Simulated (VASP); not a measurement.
# Si2Ge (P-6m2) in VASP: further runs

Runs on Si2Ge. Level: PBE. Tasks: single point, relaxation of cell and atoms.

Program: VASP 6.6.1. These are calculated values, not measurements. Logs are shortened: lines on timing, memory, paths and dates and some standing lists are left out, and cuts for length are marked.

## (1) The cell of the first run

It takes space group P-6m2 (No. 187, hexagonal). Conventional cell: a = 2.819 Å, b = 2.819 Å, c = 14.169 Å, α = 90.00°, β = 90.00°, γ = 120.00°. Si (site symmetry -6m2) has 12 Si at 2.70 to 2.82 Å within 3.6 Å. Si (site symmetry 3m) has 9 Si at 2.70 to 2.82 Å and 3 Ge at 2.97 Å within 3.6 Å. Si (site symmetry -6m2) has 6 Si at 2.82 Å and 6 Ge at 2.93 Å within 3.7 Å. Within 3.7 Å of Ge (site symmetry 3m) lie 6 Ge at 2.82 Å and 6 Si at 2.93 to 2.97 Å.

## (2) Single point, PBE

INCAR

```
  PREC = Accurate
  ENCUT = 520
  EDIFF = 1E-6
  ISMEAR = 0
  SIGMA = 0.2
  LREAL = False
  LASPH = True
  NELM = 100
  ALGO = Normal
  ISIF = 2
  LWAVE = False
  LCHARG = True
  GGA = PE
  LELF = True
  LVHAR = True
  NBANDS = 56
```

KPOINTS

```
Automatic mesh
0
Gamma
  8 4 2
```

POSCAR

```
Si2Ge
1.0
    2.8188518990      0.0000000000      0.0000000000
    0.0000000000      4.8823947082      0.0000000000
    0.0000000000      0.0000000000     14.1691927446
Si Ge
8 4
Direct
    1.0000000000      0.3333333333      0.0000000000
    0.5000000000      0.8333333333      0.0000000000
    0.5000000000      0.1666666667      0.8476895435
    0.0000000000      0.6666666667      0.8476895435
    0.5000000000      0.1666666667      0.1523104565
    0.0000000000      0.6666666667      0.1523104565
    0.5000000000      0.1666666667      0.5000000000
    0.0000000000      0.6666666667      0.5000000000
    1.0000000000      0.3333333333      0.6723709670
    0.5000000000      0.8333333333      0.6723709670
    1.0000000000      0.3333333333      0.3276290330
    0.5000000000      0.8333333333      0.3276290330
```

Potentials or basis: VASP PAW PBE potentials, release 64 (Si, Ge_d).

Launch:

```
$ cat potpaw_PBE.64/Si/POTCAR potpaw_PBE.64/Ge_d/POTCAR > POTCAR
$ mpirun -np 1 vasp_std > vasp.out
```

OUTCAR:

```text
PREC = Accurate
   ENCUT = 520
   EDIFF = 1E-6
   ISMEAR = 0
   LREAL = False
   LASPH = True
   NELM = 100
   ISIF = 2
   GGA = PE

 ion  position               nearest neighbor table
   1  0.000  0.333  0.000-   3 2.70   5 2.70   3 2.70   5 2.70   4 2.70   6 2.70   2 2.82   2 2.82
                             2 2.82   2 2.82
   2  0.500  0.833  0.000-   4 2.70   6 2.70   4 2.70   6 2.70   5 2.70   3 2.70   1 2.82   1 2.82
                             1 2.82   1 2.82
   3  0.500  0.167  0.848-   1 2.70   1 2.70   2 2.70   4 2.82   4 2.82   4 2.82   4 2.82   9 2.97
                             9 2.97  10 2.97
   4  0.000  0.667  0.848-   2 2.70   2 2.70   1 2.70   3 2.82   3 2.82   3 2.82   3 2.82  10 2.97
                            10 2.97   9 2.97
   5  0.500  0.167  0.152-   1 2.70   1 2.70   2 2.70   6 2.82   6 2.82   6 2.82   6 2.82  11 2.97
                            11 2.97  12 2.97
   6  0.000  0.667  0.152-   2 2.70   2 2.70   1 2.70   5 2.82   5 2.82   5 2.82   5 2.82  12 2.97
                            12 2.97  11 2.97
   7  0.500  0.167  0.500-   8 2.82   8 2.82   8 2.82   8 2.82  11 2.93   9 2.93  11 2.93   9 2.93
                            12 2.93  10 2.93
   8  0.000  0.667  0.500-   7 2.82   7 2.82   7 2.82   7 2.82  12 2.93  10 2.93  12 2.93  10 2.93
                             9 2.93  11 2.93
   9  0.000  0.333  0.672-  10 2.82  10 2.82  10 2.82  10 2.82   7 2.93   7 2.93   8 2.93   3 2.97
                             3 2.97   4 2.97
  10  0.500  0.833  0.672-   9 2.82   9 2.82   9 2.82   9 2.82   8 2.93   8 2.93   7 2.93   4 2.97
                             4 2.97   3 2.97
  11  0.000  0.333  0.328-  12 2.82  12 2.82  12 2.82  12 2.82   7 2.93   7 2.93   8 2.93   5 2.97
                             5 2.97   6 2.97
  12  0.500  0.833  0.328-  11 2.82  11 2.82  11 2.82  11 2.82   8 2.93   8 2.93   7 2.93   6 2.97
                             6 2.97   5 2.97

  LATTYP: Found a simple orthorhombic cell.
 ALAT       =     2.8188518990
 B/A-ratio  =     1.7320508076
 C/A-ratio  =     5.0265828970

  Lattice vectors:

 A1 = (   2.8188518990,   0.0000000000,   0.0000000000)
 A2 = (   0.0000000000,   4.8823947082,   0.0000000000)
 A3 = (   0.0000000000,   0.0000000000,  14.1691927446)

Analysis of symmetry for initial positions (statically):
=====================================================================
 Subroutine PRICEL returns following result:

  LATTYP: Found a hexagonal cell.
 ALAT       =     2.8188518990
 C/A-ratio  =     5.0265828970

  Lattice vectors:

 A1 = (  -2.8188518990,  -0.0000000000,   0.0000000000)
 A2 = (   1.4094259495,  -2.4411973541,   0.0000000000)
 A3 = (   0.0000000000,   0.0000000000,  14.1691927446)

   2 primitive cells build up your supercell.

 Routine SETGRP: Setting up the symmetry group for a
 simple orthorhombic supercell.

 Subroutine GETGRP returns: Found  4 space group operations
 (whereof  4 operations were pure point group operations)
 out of a pool of  8 trial point group operations.

The static configuration has the point symmetry C_2v.

Analysis of symmetry for dynamics (positions and initial velocities):
=====================================================================
 Subroutine PRICEL returns following result:

  LATTYP: Found a hexagonal cell.
 ALAT       =     2.8188518990
 C/A-ratio  =     5.0265828970

  Lattice vectors:

 A1 = (  -2.8188518990,  -0.0000000000,   0.0000000000)
 A2 = (   1.4094259495,  -2.4411973541,   0.0000000000)
 A3 = (   0.0000000000,   0.0000000000,  14.1691927446)

   2 primitive cells build up your supercell.

 Routine SETGRP: Setting up the symmetry group for a
 simple orthorhombic supercell.

 Subroutine GETGRP returns: Found  4 space group operations
 (whereof  4 operations were pure point group operations)
 out of a pool of  8 trial point group operations.

The dynamic configuration has the point symmetry C_2v.

 Subroutine INISYM returns: Found  4 space group operations
 (whereof  4 operations are pure point group operations),
 and found     2 'primitive' translations

----------------------------------------------------------------------------------------

                                     Primitive cell

  volume of cell :      97.5035

  direct lattice vectors                    reciprocal lattice vectors
    -2.818851899 -0.000000000  0.000000000    -0.354754360 -0.204817525  0.000000000
     1.409425950 -2.441197354  0.000000000     0.000000000 -0.409635050  0.000000000
     0.000000000  0.000000000 14.169192745     0.000000000  0.000000000  0.070575651

  length of vectors
     2.818851899  2.818851899 14.169192745     0.409635050  0.409635050  0.070575651

  position of ions in fractional coordinates (direct lattice)
     0.666666667  0.333333333  0.000000000
     0.333333333  0.666666667  0.847689544
     0.333333333  0.666666667  0.152310456
     0.333333333  0.666666667  0.500000000
     0.666666667  0.333333333  0.672370967
     0.666666667  0.333333333  0.327629033

  ion indices of the primitive-cell ions
   primitive index   ion index
                 1           1
                 2           4
                 3           6
                 4           8
                 5           9
                 6          11

----------------------------------------------------------------------------------------

 KPOINTS: Automatic mesh

Automatic generation of k-mesh.
 Grid dimensions read from file:
 generate k-points for:    8    4    2

 Generating k-lattice:

  Cartesian coordinates                     Fractional coordinates (reciprocal lattice)
     0.044344295  0.000000000  0.000000000     0.125000000  0.000000000  0.000000000
     0.000000000  0.051204381  0.000000000     0.000000000  0.250000000  0.000000000
     0.000000000  0.000000000  0.035287825     0.000000000  0.000000000  0.500000000

  Length of vectors
     0.044344295  0.051204381  0.035287825

  Shift w.r.t. Gamma in fractional coordinates (k-lattice)
     0.000000000  0.000000000  0.000000000

 Subroutine IBZKPT returns following result:
 ===========================================

 Found     30 irreducible k-points:

 Following reciprocal coordinates:
            Coordinates               Weight
  0.000000  0.000000  0.000000      1.000000
  0.125000  0.000000  0.000000      2.000000
  0.250000  0.000000  0.000000      2.000000
  0.375000  0.000000  0.000000      2.000000
  0.500000  0.000000  0.000000      1.000000
  0.000000  0.250000  0.000000      2.000000
[... 16 lines left out ...]
  0.250000  0.250000  0.500000      4.000000
  0.375000  0.250000  0.500000      4.000000
 [... further k-points ...]
   k-points           NKPTS =     30   k-points in BZ     NKDIM =     30   number of bands    NBANDS=     56
   number of dos      NEDOS =    301   number of ions     NIONS =     12
   total plane-waves  NPLWV =  93312
   dimension x,y,z NGX =    24 NGY =   36 NGZ =  108
   dimension x,y,z NGXF=    48 NGYF=   72 NGZF=  216
   ions per type =               8   4
   NGX,Y,Z   is equivalent  to a cutoff of  14.15, 12.26, 12.67 a.u.
   NGXF,Y,Z  is equivalent  to a cutoff of  28.31, 24.52, 25.34 a.u.
 SYSTEM =  unknown system
   PREC   = accura    normal or accurate (medium, high low for compatibility)
   ISTART =      0    job   : 0-new  1-cont  2-samecut
   ICHARG =      2    charge: 1-file 2-atom 10-const
   ISPIN  =      1    spin polarized calculation?
   LNONCOLLINEAR =      F non collinear calculations
   LSORBIT =      F    spin-orbit coupling
   LASPH  =      T    aspherical Exc in radial PAW
   ENCUT  =  520.0 eV  38.22 Ry    6.18 a.u.   5.24  9.08 26.35*2*pi/ulx,y,z
   NELM   =    100;   NELMIN=  2; NELMDL= -5     # of ELM steps
   EDIFF  = 0.1E-05   stopping-criterion for ELM
   LREAL  =      F    real-space projection
   EDIFFG = 0.1E-04   stopping-criterion for IOM
   NSW    =      0    number of steps for IOM
   IBRION =     -1    ionic relax: 0-MD 1-quasi-New 2-CG
   NFREE  =      0    steps in history (QN), initial steepest desc. (CG)
   ISIF   =      2    stress and relaxation
   ISYM   =      2    0-nonsym 1-usesym 2-fastsym
   POTIM  = 0.5000    time-step for ionic-motion
   TEBEG  =    0.0;   TEEND  =   0.0 temperature during run
   PSTRESS=    0.0 pullay stress
   NELECT =      88.0000    total number of electrons
   NUPDOWN=      -1.0000    fix difference up-down
   EMIN   =  10.00;   EMAX   =-10.00  energy-range for DOS
   EFERMI =   0.00;   METHOD = LEGACY
   ISMEAR =     0;   SIGMA  =   0.20  broadening in eV -4-tet -1-fermi 0-gaus
   EFERMI_NEDOS =   21; number of points for ismear=-14 and -15
   IALGO  =     38    algorithm
   IMIX   =      4    mixing-type and parameters
     AMIX     =   0.40;   BMIX     =  1.00
     AMIX_MAG =   1.60;   BMIX_MAG =  1.00
  volume/ion in A,a.u.               =      16.25       109.66
  Fermi-wavevector in a.u.,A,eV,Ry     =   1.255699  2.372928 21.453403  1.576781
  Thomas-Fermi vector in A             =   2.389443
   LORBIT       =      0    0 simple, 1 ext, 2 COOP (PROOUT), +10 PAW based schemes
   GGA     = PE    functional components
   LHFCALC =     F    Hartree Fock is set to
   AEXX    =    0.0000 exact exchange contribution
   IVDW    =     0    specifies the selected vdW correction
   LEPSILON=     F    determine dielectric tensor
   LRPA    =     F    only Hartree local field effects (RPA)
 non-spin polarized calculation
 Gauss-broadening in eV      SIGMA  =   0.20
  energy-cutoff  :      520.00
  volume of cell :      195.01
 maximum number of plane-waves:      5288
 NGX is ok and might be reduce to    24

 number of electron      87.9999972 magnetization

 Free energy of the ion-electron system (eV)
  ---------------------------------------------------
  ext. energy  EPLUGINS =         0.00000000
  ---------------------------------------------------
  free energy    TOTEN  =       -55.39807105 eV

  energy without entropy =      -55.29803582  energy(sigma->0) =      -55.34805344

 E-fermi :   8.6232     XC(G=0): -11.1676

 val. band max:        8.6052256144   @ k =   0.3750   0.5000   0.5000
 cond. band min:       8.6312572265   @ k =   0.3750   0.0000   0.5000
 fundamental gap:      0.0260316121
 Fermi energy:         8.6232346066

 k-point     1 :       0.0000    0.0000    0.0000
  band No.  band energies     occupation
      1     -16.2953      2.00000
      2     -16.2953      2.00000
      3     -16.2522      2.00000
      4     -16.2515      2.00000
      5     -16.2365      2.00000
      6     -16.2365      2.00000
[... 48 lines left out ...]
     55      14.5725      0.00000
     56      15.2287      0.00000

 k-point     2 :       0.1250    0.0000    0.0000
  band No.  band energies     occupation
      1     -16.2714      2.00000
      2     -16.2713      2.00000
      3     -16.2452      2.00000
      4     -16.2446      2.00000
      5     -16.2395      2.00000
      6     -16.2395      2.00000
[... 48 lines left out ...]
     55      13.6906      0.00000
     56      14.1692      0.00000

 k-point     3 :       0.2500    0.0000    0.0000
  band No.  band energies     occupation
      1     -16.2447      2.00000
      2     -16.2446      2.00000
      3     -16.2292      2.00000
      4     -16.2287      2.00000
      5     -16.2132      2.00000
      6     -16.2131      2.00000
[... 1172 lines left out ...]
 k-point    23 :       0.2500    0.2500    0.5000
  band No.  band energies     occupation
      1     -16.2692      2.00000
      2     -16.2691      2.00000
      3     -16.2248      2.00000
      4     -16.2248      2.00000
      5     -16.2092      2.00000
      6     -16.2089      2.00000
[... 48 lines left out ...]
     55      12.3680      0.00000
     56      12.9159      0.00000

 k-point    24 :       0.3750    0.2500    0.5000
  band No.  band energies     occupation
      1     -16.2795      2.00000
      2     -16.2794      2.00000
      3     -16.2473      2.00000
      4     -16.2473      2.00000
      5     -16.2136      2.00000
      6     -16.2133      2.00000
[... 48 lines left out ...]
     55      11.0627      0.00000
     56      11.6742      0.00000

 [... further k-points ...]

------------------------ aborting loop because EDIFF is reached ----------------------------------------

  FORCE on cell =-STRESS in cart. coord.  units (eV):
  Direction    XX          YY          ZZ          XY          YZ          ZX
  --------------------------------------------------------------------------------------
  -------------------------------------------------------------------------------------
  Total       -1.0980229     -0.5661815      2.2705796      0.0000000      0.0000000      0.0000000
  in kB       -9.0213543     -4.6517460     18.6550780      0.0000000      0.0000000      0.0000000
  external PRESSURE =       1.6606592 kB  Pullay stress =       0.0000000 kB

 VOLUME and BASIS-vectors are now :
 -----------------------------------------------------------------------------
  energy-cutoff  :      520.00
  volume of cell :      195.01
      direct lattice vectors                 reciprocal lattice vectors
     2.818851899  0.000000000  0.000000000     0.354754360  0.000000000  0.000000000
     0.000000000  4.882394708  0.000000000     0.000000000  0.204817525  0.000000000
     0.000000000  0.000000000 14.169192745     0.000000000  0.000000000  0.070575651

 POSITION                                       TOTAL-FORCE (eV/Angst)
 -----------------------------------------------------------------------------------
      0.00000      1.62746      0.00000         0.000000      0.043063      0.000000
      1.40943      4.06866      0.00000         0.000000      0.043063     -0.000000
      1.40943      0.81373     12.01108         0.000000     -0.010855      0.089377
      0.00000      3.25493     12.01108         0.000000     -0.010855      0.089377
      1.40943      0.81373      2.15812         0.000000     -0.010855     -0.089377
      0.00000      3.25493      2.15812         0.000000     -0.010855     -0.089377
      1.40943      0.81373      7.08460         0.000000      0.059773     -0.000000
      0.00000      3.25493      7.08460         0.000000      0.059773      0.000000
      0.00000      1.62746      9.52695         0.000000     -0.040563      0.140313
      1.40943      4.06866      9.52695        -0.000000     -0.040563      0.140313
      0.00000      1.62746      4.64224         0.000000     -0.040563     -0.140313
      1.40943      4.06866      4.64224        -0.000000     -0.040563     -0.140313
 -----------------------------------------------------------------------------------
    total drift:                                0.000000      0.000021      0.000000

  FREE ENERGIE OF THE ION-ELECTRON SYSTEM (eV)
  ---------------------------------------------------
  free  energy   TOTEN  =       -55.3980710514 eV

  energy  without entropy=      -55.2980358248  energy(sigma->0) =      -55.34805344
```

Wall time 11 min (1 thread of Intel Xeon 8259CL, shared host); peak memory 0.44 GiB.

What came out:

```yaml
Free_energy: -55.3981 eV
Pressure: 0.2 GPa
Largest_force: 0.146 eV/Å
Band_gap_on_the_k_mesh: zero (bands 44 and 45 overlap by 4.43 eV)
```

Forces on the atoms (eV/Å):
```
Si   0.000  0.043  0.000
Si   0.000  0.043  0.000
Si   0.000 -0.011  0.089
Si   0.000 -0.011  0.089
Si   0.000 -0.011 -0.089
Si   0.000 -0.011 -0.089
Si   0.000  0.060  0.000
Si   0.000  0.060  0.000
Ge   0.000 -0.041  0.140
Ge   0.000 -0.041  0.140
Ge   0.000 -0.041 -0.140
Ge   0.000 -0.041 -0.140
```

Stress tensor (GPa, compression positive):
```
-0.90  0.00  0.00
 0.00 -0.47  0.00
 0.00  0.00  1.87
```

## (3) Relaxation of cell and atoms, PBE

This run uses another cell than the first one: it holds 6 atoms, not 12.

INCAR

```
ALGO = Normal ; EDIFF = 1E-6
EDIFFG = -0.01 ; ENCUT = 600
GGA = PE ; IBRION = 2
ISIF = 3 ; ISMEAR = 0
LASPH = T ; LCHARG = F
LREAL = F ; LWAVE = F
NELM = 100 ; NSW = 100
PREC = Accurate ; SIGMA = 0.1
```

KPOINTS

```
k-points
0
Gamma
  12 12 4
```

POSCAR

```
Si2Ge
1.0
    2.9660844811      0.0000000000      0.0000000000
   -1.4830422406      2.5687045104      0.0000000000
    0.0000000000      0.0000000000     12.9422350999
Si Ge
4 2
Direct
    0.3333333333      0.6666666667      0.0000000000
    0.6666666667      0.3333333333      0.8507838552
    0.6666666667      0.3333333333      0.1492161448
    0.6666666667      0.3333333333      0.5000000000
    0.3333333333      0.6666666667      0.6777165273
    0.3333333333      0.6666666667      0.3222834727
```

Potentials or basis: VASP PAW PBE potentials, release 64 (Si, Ge_d).

Launch:

```
$ cat potpaw_PBE.64/Si/POTCAR potpaw_PBE.64/Ge_d/POTCAR > POTCAR
$ mpirun -np 1 vasp_std > vasp.out
```

It took 25 min on 1 thread of Intel Xeon 8259CL, shared host; peak memory 0.35 GiB.

The run converged. Its results:

```
Free energy                           : -27.5593 eV
Relaxed volume                        : 16.54 Å³/atom
Relaxed cell                          : a = 2.983 Å, b = 2.983 Å, c = 12.876 Å, α = 90.00°, β = 90.00°, γ = 120.00°
Space group after relaxing (to 0.1 Å) : P-6m2 (No. 187)
Energy gained by relaxing             : 1.5 meV/atom
Ionic steps                           : 10
Pressure after relaxing               : 0.0 GPa
Largest force after relaxing          : 0.008 eV/Å
```

Forces on the atoms (eV/Å):
```
Si   0.000  0.000  0.000
Si   0.000  0.000  0.008
Si   0.000  0.000 -0.008
Si   0.000  0.000  0.000
Ge   0.000  0.000 -0.005
Ge   0.000  0.000  0.005
```

Step by step:
| step | energy change (eV) | largest force (eV/Å) | pressure (GPa) | volume (Å³) |
| --- | --- | --- | --- | --- |
| 1 | 0.0000 | 0.1575 | 0.32 | 98.61 |
| 2 | -0.0046 | 0.1107 | 0.04 | 99.07 |
| 3 | -0.0069 | 0.0430 | -0.57 | 100.13 |
| 4 | -0.0075 | 0.0542 | -0.54 | 99.82 |
| 5 | -0.0083 | 0.0231 | 0.04 | 99.15 |
| 6 | -0.0088 | 0.0187 | -0.08 | 99.40 |
| 7 | -0.0090 | 0.0107 | 0.05 | 99.27 |
| 8 | -0.0090 | 0.0108 | -0.04 | 99.27 |
| 9 | -0.0090 | 0.0070 | 0.12 | 99.22 |
| 10 | -0.0090 | 0.0079 | -0.05 | 99.23 |

Final structure:
```cif
data_structure
_symmetry_space_group_name_H-M 'P 1'
_symmetry_Int_Tables_number 1
_cell_length_a 2.9831
_cell_length_b 2.9831
_cell_length_c 12.8762
_cell_angle_alpha 90.000
_cell_angle_beta 90.000
_cell_angle_gamma 120.000
_cell_volume 99.23
loop_
_atom_site_label
_atom_site_type_symbol
_atom_site_fract_x
_atom_site_fract_y
_atom_site_fract_z
_atom_site_occupancy
Si1 Si 0.33333 0.66667 0.00000 1
Si2 Si 0.66667 0.33333 0.85212 1
Si3 Si 0.66667 0.33333 0.14788 1
Si4 Si 0.66667 0.33333 0.50000 1
Ge1 Ge 0.33333 0.66667 0.67576 1
Ge2 Ge 0.33333 0.66667 0.32424 1
```

Levels at points of the mesh, in eV from the Fermi level:
```csv
k point,band 19,band 20,band 21,band 22,band 23,band 24,band 25,band 26
"(0.00, 0.00, 0.00)",0.58,4.85,4.85,6.30,6.30,6.32,6.32,7.11
"(0.50, 0.00, 0.00)",-4.14,-3.70,-1.13,-0.75,-0.11,0.93,1.09,2.44
"(0.00, 0.00, 0.50)",3.66,3.92,4.86,4.86,6.03,6.03,6.78,6.78
"(0.50, 0.00, 0.50)",-3.63,-2.88,-2.37,-1.57,1.11,1.31,2.02,2.11
```

Caveat: the highest band is partly filled, so the run has too few bands.

The gap in the log of VASP goes by the Fermi energy; the results here count the filled bands.